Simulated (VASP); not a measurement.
# BP (F-43m) in VASP: further runs

The runs below take BP through single point, relaxation of cell and atoms, with PBE.

All numbers are computed with VASP 6.6.1; they aren't measurements. Logs are shortened: lines on timing, memory, paths and dates and some standing lists are left out, and cuts for length are marked.

### 1 The cell of the first run

The structure is cubic, space group F-43m (No. 216). The conventional cell has a = 4.530 Å, b = 4.530 Å, c = 4.530 Å, α = 90.00°, β = 90.00°, γ = 90.00°. B (site symmetry -43m) has 4 P at 1.96 Å within 2.6 Å. Within 2.6 Å of P (site symmetry -43m) lie 4 B at 1.96 Å.

### 2 Single point, PBE

The input, INCAR:

```
SYSTEM = BP
PREC     = Accurate       ! precision mode
ENCUT    = 500            ! plane-wave cutoff, eV
EDIFF    = 1E-6           ! SCF threshold, eV
ISMEAR   = 0              ! smearing method
SIGMA    = 0.01           ! smearing width, eV
LREAL    = .FALSE.        ! projectors in reciprocal space
LASPH    = .TRUE.         ! aspherical terms in the spheres
NELM     = 120            ! most SCF steps
ALGO     = Normal         ! electronic algorithm
ISIF     = 2              ! what is computed and relaxed
LWAVE    = .FALSE.        ! write WAVECAR
LCHARG   = .FALSE.        ! write CHGCAR
GGA      = PE             ! functional
NBANDS   = 11             ! bands
GGA_COMPAT= .FALSE.
```

The input, KPOINTS:

```
Automatic mesh
0
G
  8 8 8
  0 0 0
```

The input, POSCAR:

```
BP
1.0
    0.0000000000      2.2651679415      2.2651679415
    2.2651679415      0.0000000000      2.2651679415
    2.2651679415      2.2651679415      0.0000000000
B P
1 1
Direct
    0.0000000000      0.0000000000      0.0000000000
    0.7500000000      0.7500000000      0.7500000000
```

Potentials or basis: VASP PAW PBE potentials, release 64 (B, P).

Command:

```console
cat potpaw_PBE.64/B/POTCAR potpaw_PBE.64/P/POTCAR > POTCAR
mpirun -np 1 vasp_std > vasp.out
```

OUTCAR:

```text
SYSTEM = BP
   PREC = Accurate
   ENCUT = 500
   EDIFF = 1E-6
   ISMEAR = 0
   LREAL = .FALSE.
   LASPH = .TRUE.
   NELM = 120
   ISIF = 2
   GGA = PE

 ion  position               nearest neighbor table
   1  0.000  0.000  0.000-   2 1.96   2 1.96   2 1.96   2 1.96
   2  0.750  0.750  0.750-   1 1.96   1 1.96   1 1.96   1 1.96

  LATTYP: Found a face centered cubic cell.
 ALAT       =     4.5303358830

  Lattice vectors:

 A1 = (   0.0000000000,   2.2651679415,   2.2651679415)
 A2 = (   2.2651679415,   0.0000000000,   2.2651679415)
 A3 = (   2.2651679415,   2.2651679415,   0.0000000000)

Analysis of symmetry for initial positions (statically):
=====================================================================
 Subroutine PRICEL returns:
 Original cell was already a primitive cell.

 Routine SETGRP: Setting up the symmetry group for a
 face centered cubic supercell.

 Subroutine GETGRP returns: Found 24 space group operations
 (whereof 24 operations were pure point group operations)
 out of a pool of 48 trial point group operations.

The static configuration has the point symmetry T_d .

Analysis of symmetry for dynamics (positions and initial velocities):
=====================================================================
 Subroutine PRICEL returns:
 Original cell was already a primitive cell.

 Routine SETGRP: Setting up the symmetry group for a
 face centered cubic supercell.

 Subroutine GETGRP returns: Found 24 space group operations
 (whereof 24 operations were pure point group operations)
 out of a pool of 48 trial point group operations.

The dynamic configuration has the point symmetry T_d .

 Subroutine INISYM returns: Found 24 space group operations
 (whereof 24 operations are pure point group operations),
 and found     1 'primitive' translations

----------------------------------------------------------------------------------------

                                     Primitive cell

  volume of cell :      23.2451

  direct lattice vectors                    reciprocal lattice vectors
     0.000000000  2.265167942  2.265167942    -0.220734185  0.220734185  0.220734185
     2.265167942  0.000000000  2.265167942     0.220734185 -0.220734185  0.220734185
     2.265167942  2.265167942  0.000000000     0.220734185  0.220734185 -0.220734185

  length of vectors
     3.203431224  3.203431224  3.203431224     0.382322824  0.382322824  0.382322824

  position of ions in fractional coordinates (direct lattice)
     0.000000000  0.000000000  0.000000000
     0.750000000  0.750000000  0.750000000

  ion indices of the primitive-cell ions
   primitive index   ion index
                 1           1
                 2           2

----------------------------------------------------------------------------------------

 KPOINTS: Automatic mesh

Automatic generation of k-mesh.
 Grid dimensions read from file:
 generate k-points for:    8    8    8

 Generating k-lattice:

  Cartesian coordinates                     Fractional coordinates (reciprocal lattice)
    -0.027591773  0.027591773  0.027591773     0.125000000  0.000000000  0.000000000
     0.027591773 -0.027591773  0.027591773     0.000000000  0.125000000  0.000000000
     0.027591773  0.027591773 -0.027591773     0.000000000  0.000000000  0.125000000

  Length of vectors
     0.047790353  0.047790353  0.047790353

  Shift w.r.t. Gamma in fractional coordinates (k-lattice)
     0.000000000  0.000000000  0.000000000

 Subroutine IBZKPT returns following result:
 ===========================================

 Found     29 irreducible k-points:

 Following reciprocal coordinates:
            Coordinates               Weight
  0.000000  0.000000  0.000000      1.000000
  0.125000  0.000000  0.000000      8.000000
  0.250000  0.000000  0.000000      8.000000
  0.375000  0.000000  0.000000      8.000000
  0.500000  0.000000  0.000000      4.000000
  0.125000  0.125000  0.000000      6.000000
[... 16 lines left out ...]
  0.500000  0.250000  0.125000     48.000000
 -0.375000  0.250000  0.125000     24.000000
 [... further k-points ...]
   k-points           NKPTS =     29   k-points in BZ     NKDIM =     29   number of bands    NBANDS=     11
   number of dos      NEDOS =    301   number of ions     NIONS =      2
   total plane-waves  NPLWV =  13824
   dimension x,y,z NGX =    24 NGY =   24 NGZ =   24
   dimension x,y,z NGXF=    48 NGYF=   48 NGZF=   48
   ions per type =               1   1
   NGX,Y,Z   is equivalent  to a cutoff of  12.46, 12.46, 12.46 a.u.
   NGXF,Y,Z  is equivalent  to a cutoff of  24.91, 24.91, 24.91 a.u.
 SYSTEM =  BP
   PREC   = accura    normal or accurate (medium, high low for compatibility)
   ISTART =      0    job   : 0-new  1-cont  2-samecut
   ICHARG =      2    charge: 1-file 2-atom 10-const
   ISPIN  =      1    spin polarized calculation?
   LNONCOLLINEAR =      F non collinear calculations
   LSORBIT =      F    spin-orbit coupling
   LASPH  =      T    aspherical Exc in radial PAW
   ENCUT  =  500.0 eV  36.75 Ry    6.06 a.u.   5.84  5.84  5.84*2*pi/ulx,y,z
   NELM   =    120;   NELMIN=  2; NELMDL= -5     # of ELM steps
   EDIFF  = 0.1E-05   stopping-criterion for ELM
   LREAL  =      F    real-space projection
   EDIFFG = 0.1E-04   stopping-criterion for IOM
   NSW    =      0    number of steps for IOM
   IBRION =     -1    ionic relax: 0-MD 1-quasi-New 2-CG
   NFREE  =      0    steps in history (QN), initial steepest desc. (CG)
   ISIF   =      2    stress and relaxation
   ISYM   =      2    0-nonsym 1-usesym 2-fastsym
   POTIM  = 0.5000    time-step for ionic-motion
   TEBEG  =    0.0;   TEEND  =   0.0 temperature during run
   PSTRESS=    0.0 pullay stress
   NELECT =       8.0000    total number of electrons
   NUPDOWN=      -1.0000    fix difference up-down
   EMIN   =  10.00;   EMAX   =-10.00  energy-range for DOS
   EFERMI =   0.00;   METHOD = LEGACY
   ISMEAR =     0;   SIGMA  =   0.01  broadening in eV -4-tet -1-fermi 0-gaus
   EFERMI_NEDOS =   21; number of points for ismear=-14 and -15
   IALGO  =     38    algorithm
   IMIX   =      4    mixing-type and parameters
     AMIX     =   0.40;   BMIX     =  1.00
     AMIX_MAG =   1.60;   BMIX_MAG =  1.00
  volume/ion in A,a.u.               =      11.62        78.43
  Fermi-wavevector in a.u.,A,eV,Ry     =   1.147258  2.168003 17.908000  1.316201
  Thomas-Fermi vector in A             =   2.283939
   LORBIT       =      0    0 simple, 1 ext, 2 COOP (PROOUT), +10 PAW based schemes
   GGA     = PE    functional components
   LHFCALC =     F    Hartree Fock is set to
   AEXX    =    0.0000 exact exchange contribution
   IVDW    =     0    specifies the selected vdW correction
   LEPSILON=     F    determine dielectric tensor
   LRPA    =     F    only Hartree local field effects (RPA)
 non-spin polarized calculation
 Gauss-broadening in eV      SIGMA  =   0.01
  energy-cutoff  :      500.00
  volume of cell :       23.25
 maximum number of plane-waves:       609
   NGX = 11   NGY = 11   NGZ = 11

 number of electron       8.0000000 magnetization

 Free energy of the ion-electron system (eV)
  ---------------------------------------------------
  ext. energy  EPLUGINS =         0.00000000
  ---------------------------------------------------
  free energy    TOTEN  =       -12.92725312 eV

  energy without entropy =      -12.92725312  energy(sigma->0) =      -12.92725312

 E-fermi :   7.5351     XC(G=0): -10.9287

 val. band max:        7.4939315651   @ k =   0.0000   0.0000   0.0000
 cond. band min:       8.7567402725   @ k =   0.3750   0.3750   0.0000
 fundamental gap:      1.2628087074
 Fermi energy:         7.5350542150

 k-point     1 :       0.0000    0.0000    0.0000
  band No.  band energies     occupation
      1      -8.0121      2.00000
      2       7.4939      2.00000
      3       7.4939      2.00000
      4       7.4939      2.00000
      5      10.9017      0.00000
      6      10.9017      0.00000
      7      10.9017      0.00000
      8      14.9456      0.00000
      9      19.0407      0.00000
     10      19.6365      0.00000
     11      19.6365      0.00000

 k-point     2 :       0.1250    0.0000    0.0000
  band No.  band energies     occupation
      1      -7.7299      2.00000
      2       5.6339      2.00000
      3       7.0639      2.00000
      4       7.0639      2.00000
      5      11.4439      0.00000
      6      11.4965      0.00000
      7      11.4965      0.00000
      8      15.7245      0.00000
      9      18.7251      0.00000
     10      18.7251      0.00000
     11      19.8790      0.00000

 k-point     3 :       0.2500    0.0000    0.0000
  band No.  band energies     occupation
      1      -6.9018      2.00000
      2       2.6321      2.00000
      3       6.3724      2.00000
      4       6.3724      2.00000
      5      11.5207      0.00000
      6      12.2675      0.00000
      7      12.2675      0.00000
      8      17.1509      0.00000
      9      18.4681      0.00000
     10      18.4681      0.00000
     11      20.5791      0.00000

 k-point     4 :       0.3750    0.0000    0.0000
  band No.  band energies     occupation
      1      -5.6335      2.00000
      2      -0.1043      2.00000
      3       5.8939      2.00000
      4       5.8939      2.00000
      5      11.3730      0.00000
      6      12.3191      0.00000
      7      12.3191      0.00000
      8      17.6808      0.00000
      9      20.1392      0.00000
     10      20.1392      0.00000
     11      21.3738      0.00000
[... 239 lines left out ...]
 k-point    22 :       0.3750    0.2500    0.1250
  band No.  band energies     occupation
      1      -6.1752      2.00000
      2       2.5503      2.00000
      3       3.6810      2.00000
      4       5.5088      2.00000
      5      10.9593      0.00000
      6      13.5122      0.00000
      7      13.7241      0.00000
      8      15.0428      0.00000
      9      19.1230      0.00000
     10      21.4236      0.00000
     11      23.1720      0.00000

 k-point    23 :       0.5000    0.2500    0.1250
  band No.  band energies     occupation
      1      -4.9378      2.00000
      2       0.3723      2.00000
      3       3.0294      2.00000
      4       4.7343      2.00000
      5      11.6029      0.00000
      6      12.9819      0.00000
      7      14.8433      0.00000
      8      15.8593      0.00000
      9      19.9495      0.00000
     10      20.9347      0.00000
     11      24.6174      0.00000

 k-point    24 :      -0.3750    0.2500    0.1250
  band No.  band energies     occupation
      1      -4.0071      2.00000
      2      -0.9863      2.00000
      3       2.9511      2.00000
      4       4.3630      2.00000
      5      11.6863      0.00000
      6      12.7100      0.00000
      7      15.8357      0.00000
      8      17.3156      0.00000
      9      17.9710      0.00000
     10      21.9482      0.00000
     11      24.3858      0.00000

 [... further k-points ...]

------------------------ aborting loop because EDIFF is reached ----------------------------------------

  FORCE on cell =-STRESS in cart. coord.  units (eV):
  Direction    XX          YY          ZZ          XY          YZ          ZX
  --------------------------------------------------------------------------------------
  -------------------------------------------------------------------------------------
  Total        0.2553754      0.2553754      0.2553754      0.0000000      0.0000000      0.0000000
  in kB       17.6018570     17.6018570     17.6018570      0.0000000      0.0000000      0.0000000
  external PRESSURE =      17.6018570 kB  Pullay stress =       0.0000000 kB

 VOLUME and BASIS-vectors are now :
 -----------------------------------------------------------------------------
  energy-cutoff  :      500.00
  volume of cell :       23.25
      direct lattice vectors                 reciprocal lattice vectors
     0.000000000  2.265167942  2.265167942    -0.220734185  0.220734185  0.220734185
     2.265167942  0.000000000  2.265167942     0.220734185 -0.220734185  0.220734185
     2.265167942  2.265167942  0.000000000     0.220734185  0.220734185 -0.220734185

 POSITION                                       TOTAL-FORCE (eV/Angst)
 -----------------------------------------------------------------------------------
      0.00000      0.00000      0.00000         0.000000      0.000000      0.000000
      3.39775      3.39775      3.39775        -0.000000     -0.000000     -0.000000
 -----------------------------------------------------------------------------------
    total drift:                               -0.000000     -0.000000     -0.000000

  FREE ENERGIE OF THE ION-ELECTRON SYSTEM (eV)
  ---------------------------------------------------
  free  energy   TOTEN  =       -12.9272531163 eV

  energy  without entropy=      -12.9272531163  energy(sigma->0) =      -12.92725312
```

Wall time 5.2 s (1 thread of AMD EPYC 7R13 (Zen 3), shared host); peak memory 0.1 GiB.

What came out:

```
Free energy            : -12.9273 eV
Pressure               : 1.8 GPa
Band gap on the k mesh : 1.26 eV (least direct gap 3.41 eV)
```

Levels at points of the mesh, in eV from the valence-band top:
```tsv
k point	band 2	band 3	band 4	band 5	band 6	band 7
(0.00, 0.00, 0.00)	0.00	0.00	0.00	3.41	3.41	3.41
(0.50, 0.00, 0.00)	-9.07	-1.76	-1.76	3.81	4.72	4.72
(0.50, 0.50, 0.00)	-8.61	-4.13	-4.13	1.32	1.65	12.17
```

A k mesh can miss the band edges.

(Part 1 of 2 ends here.)
